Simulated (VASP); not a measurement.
# Bi (Pm-3m) in VASP: notebook

Runs on Bi. Level: LDA. Tasks: single point.

Everything below comes from runs of VASP 6.6.1. Logs are shortened: lines on timing, memory, paths and dates and some standing lists are left out, and cuts for length are marked.

### 1 The cell of the first run

The structure is cubic, space group Pm-3m (No. 221). The conventional cell has a = 3.110 Å, b = 3.110 Å, c = 3.110 Å, α = 90.00°, β = 90.00°, γ = 90.00°. Bi (site symmetry m-3m) has 6 Bi at 3.11 Å within 4.1 Å.

This isn't the form of Bi at room conditions, which is rhombohedral.

### 2 Single point, LDA (30.08 Å³/atom)

INCAR reads:

```
SYSTEM = Bi
  ALGO = Normal
  EDIFF = 1E-6
  ENCUT = 500
  GGA = CA
  GGA_COMPAT = .FALSE.
  ISIF = 2
  ISMEAR = -1
  LASPH = .TRUE.
  LCHARG = .TRUE.
  LELF = .TRUE.
  LREAL = .FALSE.
  LVHAR = .TRUE.
  LWAVE = .FALSE.
  NBANDS = 14
  NELM = 120
  PREC = Accurate
  SIGMA = 0.05
```

KPOINTS reads:

```
k-points
0
G
  12 12 12
  0 0 0
```

POSCAR reads:

```
Bi
1.0
    3.1098396496      0.0000000000      0.0000000000
    0.0000000000      3.1098396496      0.0000000000
    0.0000000000      0.0000000000      3.1098396496
Bi
1
Direct
    0.0000000000      0.0000000000      0.0000000000
```

Potentials or basis: VASP PAW LDA potentials, release 64 (Bi_d).

Run with:

```bash
$ cat potpaw_LDA.64/Bi_d/POTCAR > POTCAR
$ mpirun -np 1 vasp_std > vasp.out
```

OUTCAR:

```text
SYSTEM = Bi
   EDIFF = 1E-6
   ENCUT = 500
   GGA = CA
   ISIF = 2
   ISMEAR = -1
   LASPH = .TRUE.
   LREAL = .FALSE.
   NELM = 120
   PREC = Accurate

 ion  position               nearest neighbor table
   1  0.000  0.000  0.000-

  LATTYP: Found a simple cubic cell.
 ALAT       =     3.1098396496

  Lattice vectors:

 A1 = (   3.1098396496,   0.0000000000,   0.0000000000)
 A2 = (   0.0000000000,   3.1098396496,   0.0000000000)
 A3 = (   0.0000000000,   0.0000000000,   3.1098396496)

Analysis of symmetry for initial positions (statically):
=====================================================================
 Subroutine PRICEL returns:
 Original cell was already a primitive cell.

 Routine SETGRP: Setting up the symmetry group for a
 simple cubic supercell.

 Subroutine GETGRP returns: Found 48 space group operations
 (whereof 48 operations were pure point group operations)
 out of a pool of 48 trial point group operations.

The static configuration has the point symmetry O_h .

Analysis of symmetry for dynamics (positions and initial velocities):
=====================================================================
 Subroutine PRICEL returns:
 Original cell was already a primitive cell.

 Routine SETGRP: Setting up the symmetry group for a
 simple cubic supercell.

 Subroutine GETGRP returns: Found 48 space group operations
 (whereof 48 operations were pure point group operations)
 out of a pool of 48 trial point group operations.

The dynamic configuration has the point symmetry O_h .

 Subroutine INISYM returns: Found 48 space group operations
 (whereof 48 operations are pure point group operations),
 and found     1 'primitive' translations

----------------------------------------------------------------------------------------

                                     Primitive cell

  volume of cell :      30.0756

  direct lattice vectors                    reciprocal lattice vectors
     3.109839650  0.000000000  0.000000000     0.321559988  0.000000000  0.000000000
     0.000000000  3.109839650  0.000000000     0.000000000  0.321559988  0.000000000
     0.000000000  0.000000000  3.109839650     0.000000000  0.000000000  0.321559988

  length of vectors
     3.109839650  3.109839650  3.109839650     0.321559988  0.321559988  0.321559988

  position of ions in fractional coordinates (direct lattice)
     0.000000000  0.000000000  0.000000000

  ion indices of the primitive-cell ions
   primitive index   ion index
                 1           1

----------------------------------------------------------------------------------------

 KPOINTS: k-points

Automatic generation of k-mesh.
 Grid dimensions read from file:
 generate k-points for:   12   12   12

 Generating k-lattice:

  Cartesian coordinates                     Fractional coordinates (reciprocal lattice)
     0.026796666  0.000000000  0.000000000     0.083333333  0.000000000  0.000000000
     0.000000000  0.026796666  0.000000000     0.000000000  0.083333333  0.000000000
     0.000000000  0.000000000  0.026796666     0.000000000  0.000000000  0.083333333

  Length of vectors
     0.026796666  0.026796666  0.026796666

  Shift w.r.t. Gamma in fractional coordinates (k-lattice)
     0.000000000  0.000000000  0.000000000

 Subroutine IBZKPT returns following result:
 ===========================================

 Found     84 irreducible k-points:

 Following reciprocal coordinates:
            Coordinates               Weight
  0.000000  0.000000  0.000000      1.000000
  0.083333  0.000000  0.000000      6.000000
  0.166667  0.000000  0.000000      6.000000
  0.250000  0.000000  0.000000      6.000000
  0.333333  0.000000  0.000000      6.000000
  0.416667  0.000000  0.000000      6.000000
[... 16 lines left out ...]
  0.333333  0.333333  0.000000     12.000000
  0.416667  0.333333  0.000000     24.000000
 [... further k-points ...]
   k-points           NKPTS =     84   k-points in BZ     NKDIM =     84   number of bands    NBANDS=     14
   number of dos      NEDOS =    301   number of ions     NIONS =      1
   total plane-waves  NPLWV =  13824
   dimension x,y,z NGX =    24 NGY =   24 NGZ =   24
   dimension x,y,z NGXF=    48 NGYF=   48 NGZF=   48
   ions per type =               1
   NGX,Y,Z   is equivalent  to a cutoff of  12.83, 12.83, 12.83 a.u.
   NGXF,Y,Z  is equivalent  to a cutoff of  25.66, 25.66, 25.66 a.u.
 SYSTEM =  Bi
   PREC   = accura    normal or accurate (medium, high low for compatibility)
   ISTART =      0    job   : 0-new  1-cont  2-samecut
   ICHARG =      2    charge: 1-file 2-atom 10-const
   ISPIN  =      1    spin polarized calculation?
   LNONCOLLINEAR =      F non collinear calculations
   LSORBIT =      F    spin-orbit coupling
   LASPH  =      T    aspherical Exc in radial PAW
   ENCUT  =  500.0 eV  36.75 Ry    6.06 a.u.   5.67  5.67  5.67*2*pi/ulx,y,z
   NELM   =    120;   NELMIN=  2; NELMDL= -5     # of ELM steps
   EDIFF  = 0.1E-05   stopping-criterion for ELM
   LREAL  =      F    real-space projection
   EDIFFG = 0.1E-04   stopping-criterion for IOM
   NSW    =      0    number of steps for IOM
   IBRION =     -1    ionic relax: 0-MD 1-quasi-New 2-CG
   NFREE  =      0    steps in history (QN), initial steepest desc. (CG)
   ISIF   =      2    stress and relaxation
   ISYM   =      2    0-nonsym 1-usesym 2-fastsym
   POTIM  = 0.5000    time-step for ionic-motion
   TEBEG  =    0.0;   TEEND  =   0.0 temperature during run
   PSTRESS=    0.0 pullay stress
   NELECT =      15.0000    total number of electrons
   NUPDOWN=      -1.0000    fix difference up-down
   EMIN   =  10.00;   EMAX   =-10.00  energy-range for DOS
   EFERMI =   0.00;   METHOD = LEGACY
   ISMEAR =    -1;   SIGMA  =   0.05  broadening in eV -4-tet -1-fermi 0-gaus
   EFERMI_NEDOS =   21; number of points for ismear=-14 and -15
   IALGO  =     38    algorithm
   IMIX   =      4    mixing-type and parameters
     AMIX     =   0.40;   BMIX     =  1.00
     AMIX_MAG =   1.60;   BMIX_MAG =  1.00
  volume/ion in A,a.u.               =      30.08       202.96
  Fermi-wavevector in a.u.,A,eV,Ry     =   1.298277  2.453387 22.932923  1.685522
  Thomas-Fermi vector in A             =   2.429615
   LORBIT       =      0    0 simple, 1 ext, 2 COOP (PROOUT), +10 PAW based schemes
   GGA     = CA    functional components
   LHFCALC =     F    Hartree Fock is set to
   AEXX    =    0.0000 exact exchange contribution
   IVDW    =     0    specifies the selected vdW correction
   LEPSILON=     F    determine dielectric tensor
   LRPA    =     F    only Hartree local field effects (RPA)
 non-spin polarized calculation
  energy-cutoff  :      500.00
  volume of cell :       30.08
 maximum number of plane-waves:       784
 NGX is ok and might be reduce to    24
   NGX = 11   NGY = 11   NGZ = 11

 number of electron      14.9999987 magnetization

 Free energy of the ion-electron system (eV)
  ---------------------------------------------------
  ext. energy  EPLUGINS =         0.00000000
  ---------------------------------------------------
  free energy    TOTEN  =        -4.48520894 eV

  energy without entropy =       -4.47968393  energy(sigma->0) =       -4.48244644

 E-fermi :   8.1063     XC(G=0): -10.5631

 val. band max:        8.1041693939   @ k =   0.4167   0.2500   0.0833
 cond. band min:       8.1128227756   @ k =   0.4167   0.4167   0.3333
 fundamental gap:      0.0086533817
 Fermi energy:         8.1063460715

 k-point     1 :       0.0000    0.0000    0.0000
  band No.  band energies     occupation
      1     -15.1459      2.00000
      2     -15.1459      2.00000
      3     -14.6435      2.00000
      4     -14.6435      2.00000
      5     -14.6435      2.00000
      6      -6.0763      2.00000
      7      11.4497      0.00000
      8      11.4497      0.00000
      9      11.4497      0.00000
     10      15.1035      0.00000
     11      16.3183      0.00000
     12      16.3183      0.00000
     13      25.3934      0.00000
     14      25.3934      0.00000

 k-point     2 :       0.0833    0.0000    0.0000
  band No.  band energies     occupation
      1     -15.1444      2.00000
      2     -15.1192      2.00000
      3     -14.6524      2.00000
      4     -14.6524      2.00000
      5     -14.6428      2.00000
      6      -5.9744      2.00000
      7      10.1827      0.00000
      8      11.5663      0.00000
      9      11.5663      0.00000
     10      15.4895      0.00000
     11      16.3818      0.00000
     12      17.4311      0.00000
     13      24.7782      0.00000
     14      25.2599      0.00000

 k-point     3 :       0.1667    0.0000    0.0000
  band No.  band energies     occupation
      1     -15.1402      2.00000
      2     -15.0463      2.00000
      3     -14.6765      2.00000
      4     -14.6765      2.00000
      5     -14.6409      2.00000
      6      -5.6721      2.00000
      7       8.0323      1.62955
      8      11.9024      0.00000
      9      11.9024      0.00000
     10      15.8138      0.00000
     11      16.5736      0.00000
     12      19.9552      0.00000
     13      23.5113      0.00000
     14      24.6166      0.00000
[... 324 lines left out ...]
 k-point    23 :       0.3333    0.3333    0.0000
  band No.  band energies     occupation
      1     -14.9838      2.00000
      2     -14.8649      2.00000
      3     -14.7325      2.00000
      4     -14.7306      2.00000
      5     -14.6551      2.00000
      6      -3.0835      2.00000
      7       5.4895      2.00000
      8       5.6191      2.00000
      9      13.4501      0.00000
     10      14.6691      0.00000
     11      18.2764      0.00000
     12      21.1718      0.00000
     13      22.8410      0.00000
     14      23.9504      0.00000

 k-point    24 :       0.4167    0.3333    0.0000
  band No.  band energies     occupation
      1     -14.9678      2.00000
      2     -14.8945      2.00000
      3     -14.7547      2.00000
      4     -14.7290      2.00000
      5     -14.5884      2.00000
      6      -2.4857      2.00000
      7       4.1688      2.00000
      8       6.0957      2.00000
      9      12.3382      0.00000
     10      15.2313      0.00000
     11      18.9121      0.00000
     12      20.5133      0.00000
     13      22.2249      0.00000
     14      23.9390      0.00000

 [... further k-points ...]

------------------------ aborting loop because EDIFF is reached ----------------------------------------

  FORCE on cell =-STRESS in cart. coord.  units (eV):
  Direction    XX          YY          ZZ          XY          YZ          ZX
  --------------------------------------------------------------------------------------
  -------------------------------------------------------------------------------------
  Total        1.1111448      1.1111448      1.1111448     -0.0000000      0.0000000     -0.0000000
  in kB       59.1925788     59.1925788     59.1925788     -0.0000000      0.0000000     -0.0000000
  external PRESSURE =      59.1925788 kB  Pullay stress =       0.0000000 kB

 VOLUME and BASIS-vectors are now :
 -----------------------------------------------------------------------------
  energy-cutoff  :      500.00
  volume of cell :       30.08
      direct lattice vectors                 reciprocal lattice vectors
     3.109839650  0.000000000  0.000000000     0.321559988  0.000000000  0.000000000
     0.000000000  3.109839650  0.000000000     0.000000000  0.321559988  0.000000000
     0.000000000  0.000000000  3.109839650     0.000000000  0.000000000  0.321559988

 POSITION                                       TOTAL-FORCE (eV/Angst)
 -----------------------------------------------------------------------------------
      0.00000      0.00000      0.00000         0.000000      0.000000      0.000000
 -----------------------------------------------------------------------------------
    total drift:                                0.000000     -0.000000      0.000000

  FREE ENERGIE OF THE ION-ELECTRON SYSTEM (eV)
  ---------------------------------------------------
  free  energy   TOTEN  =        -4.4852089417 eV

  energy  without entropy=       -4.4796839296  energy(sigma->0) =       -4.48244644
```

Run time: 29 s. Hardware: 1 thread of Intel Xeon 8259CL, shared host; peak memory 0.15 GiB.

Results:

```
Free energy            : -4.4852 eV
Pressure               : 5.9 GPa
Band gap on the k mesh : zero (an odd number of electrons rules out a gap without spin polarisation)
```

Levels at points of the mesh, in eV from the Fermi level:
| k point | band 6 | band 7 | band 8 | band 9 | band 10 | band 11 |
| --- | --- | --- | --- | --- | --- | --- |
| (0.00, 0.00, 0.00) | -14.18 | 3.34 | 3.34 | 3.34 | 7.00 | 8.21 |
| (0.50, 0.00, 0.00) | -11.80 | -5.92 | 5.65 | 5.65 | 9.88 | 10.26 |
| (0.50, 0.50, 0.00) | -9.42 | -3.76 | -3.76 | 2.35 | 8.17 | 12.13 |
| (0.50, 0.50, 0.50) | -6.95 | -1.70 | -1.70 | -1.70 | 5.33 | 5.33 |

Caveat: the cell stands under pressure; spin-orbit coupling is left out, which moves the levels of the heavy elements.

### 3 Single point, LDA (30.08 Å³/atom)

INCAR reads:

```
SYSTEM = Bi
PREC = Accurate
ENCUT = 500
EDIFF = 1E-6
ISMEAR = -1
SIGMA = 0.05
LREAL = .False.
LASPH = .True.
NELM = 120
ALGO = Normal
ISIF = 2
LWAVE = .False.
LCHARG = .False.
NBANDS = 14
GGA_COMPAT = .False.
```

KPOINTS reads:

```
regular mesh
0
Gamma
  12 12 12
  0 0 0
```

POSCAR is that of step 2.

Potentials or basis: VASP PAW LDA potentials, release 64 (Bi_d).

Run with:

```bash
$ cat potpaw_LDA.64/Bi_d/POTCAR > POTCAR
$ mpirun -np 1 vasp_std > vasp.out
```

Run time: 20 s. Hardware: 1 thread of Intel Xeon 8259CL, shared host; peak memory 0.14 GiB.

Results (log left out):

* Free energy: -4.4852 eV
* Pressure: 5.9 GPa
* Band gap on the k mesh: zero (an odd number of electrons rules out a gap without spin polarisation)

Levels at points of the mesh, in eV from the Fermi level:
```csv
k point,band 5,band 6,band 7,band 8,band 9,band 10,band 11,band 12
"(0.00, 0.00, 0.00)",-22.75,-14.18,3.34,3.34,3.34,7.00,8.21,8.21
"(0.50, 0.00, 0.00)",-22.74,-11.80,-5.92,5.65,5.65,9.88,10.26,11.07
"(0.50, 0.50, 0.00)",-22.58,-9.42,-3.76,-3.76,2.35,8.17,12.13,12.13
"(0.50, 0.50, 0.50)",-22.57,-6.95,-1.70,-1.70,-1.70,5.33,5.33,5.33
```

Caveat: the cell stands under pressure; spin-orbit coupling is left out, which moves the levels of the heavy elements.

### 4 Single point, LDA

INCAR reads:

```
ALGO = Normal
EDIFF = 1E-6
ENCUT = 500
GGA = CA
GGA_COMPAT = False
ISIF = 2
ISMEAR = -1
LASPH = True
LCHARG = False
LREAL = False
LWAVE = False
NBANDS = 14
NELM = 120
PREC = Accurate
SIGMA = 0.05
```

KPOINTS reads:

```
k-points
0
Gamma
  12 12 12
```

POSCAR is that of step 3.

Potentials or basis: VASP PAW LDA potentials, release 64 (Bi_d).

Run with:

```bash
$ cat potpaw_LDA.64/Bi_d/POTCAR > POTCAR
$ mpirun -np 1 vasp_std > vasp.out
```

OUTCAR:

```text
EDIFF = 1E-6
   ENCUT = 500
   GGA = CA
   ISIF = 2
   ISMEAR = -1
   LASPH = True
   LREAL = False
   NELM = 120
   PREC = Accurate

 ion  position               nearest neighbor table
   1  0.000  0.000  0.000-

  LATTYP: Found a simple cubic cell.
 ALAT       =     3.1098396496

  Lattice vectors:

 A1 = (   3.1098396496,   0.0000000000,   0.0000000000)
 A2 = (   0.0000000000,   3.1098396496,   0.0000000000)
 A3 = (   0.0000000000,   0.0000000000,   3.1098396496)

Analysis of symmetry for initial positions (statically):
[... 585 lines left out ...]

 [... further k-points ...]

------------------------ aborting loop because EDIFF is reached ----------------------------------------

  FORCE on cell =-STRESS in cart. coord.  units (eV):
  Direction    XX          YY          ZZ          XY          YZ          ZX
  --------------------------------------------------------------------------------------
  -------------------------------------------------------------------------------------
  Total        1.1111448      1.1111448      1.1111448     -0.0000000      0.0000000     -0.0000000
  in kB       59.1925788     59.1925788     59.1925788     -0.0000000      0.0000000     -0.0000000
  external PRESSURE =      59.1925788 kB  Pullay stress =       0.0000000 kB

 VOLUME and BASIS-vectors are now :
 -----------------------------------------------------------------------------
  energy-cutoff  :      500.00
  volume of cell :       30.08
      direct lattice vectors                 reciprocal lattice vectors
     3.109839650  0.000000000  0.000000000     0.321559988  0.000000000  0.000000000
     0.000000000  3.109839650  0.000000000     0.000000000  0.321559988  0.000000000
     0.000000000  0.000000000  3.109839650     0.000000000  0.000000000  0.321559988

 POSITION                                       TOTAL-FORCE (eV/Angst)
 -----------------------------------------------------------------------------------
      0.00000      0.00000      0.00000         0.000000      0.000000      0.000000
 -----------------------------------------------------------------------------------
    total drift:                                0.000000     -0.000000      0.000000

  FREE ENERGIE OF THE ION-ELECTRON SYSTEM (eV)
  ---------------------------------------------------
  free  energy   TOTEN  =        -4.4852089417 eV

  energy  without entropy=       -4.4796839296  energy(sigma->0) =       -4.48244644
```

OSZICAR:

```text
N       E                     dE             d eps       ncg     rms          rms(c)
DAV:   1     0.113573246019E+03    0.11357E+03   -0.75571E+03  2376   0.120E+03
DAV:   2     0.226266234475E+01   -0.11131E+03   -0.10749E+03  2550   0.339E+02
DAV:   3    -0.432710963035E+01   -0.65898E+01   -0.65670E+01  2862   0.803E+01
DAV:   4    -0.448840630231E+01   -0.16130E+00   -0.16125E+00  3094   0.133E+01
DAV:   5    -0.449584790977E+01   -0.74416E-02   -0.74413E-02  3386   0.260E+00    0.713E-01
DAV:   6    -0.448868763181E+01    0.71603E-02   -0.59520E-03  3358   0.107E+00    0.403E-01
DAV:   7    -0.448528645256E+01    0.34012E-02   -0.36659E-03  3614   0.919E-01    0.710E-02
DAV:   8    -0.448521103746E+01    0.75415E-04   -0.42854E-04  3134   0.315E-01    0.761E-03
DAV:   9    -0.448520864095E+01    0.23965E-05   -0.20540E-05  3078   0.677E-02    0.521E-03
DAV:  10    -0.448520894167E+01   -0.30072E-06   -0.13822E-06  2654   0.119E-02
   1 F= -.44852089E+01 E0= -.44824464E+01  d E =-.552501E-02
```

It took 23 s on 1 thread of Intel Xeon 8259CL, shared host; peak memory 0.15 GiB.

What came out:

* Free energy: -4.4852 eV
* Pressure: 5.9 GPa
* Band gap on the k mesh: zero (an odd number of electrons rules out a gap without spin polarisation)

Caveat: the cell stands under pressure; spin-orbit coupling is left out, which moves the levels of the heavy elements.
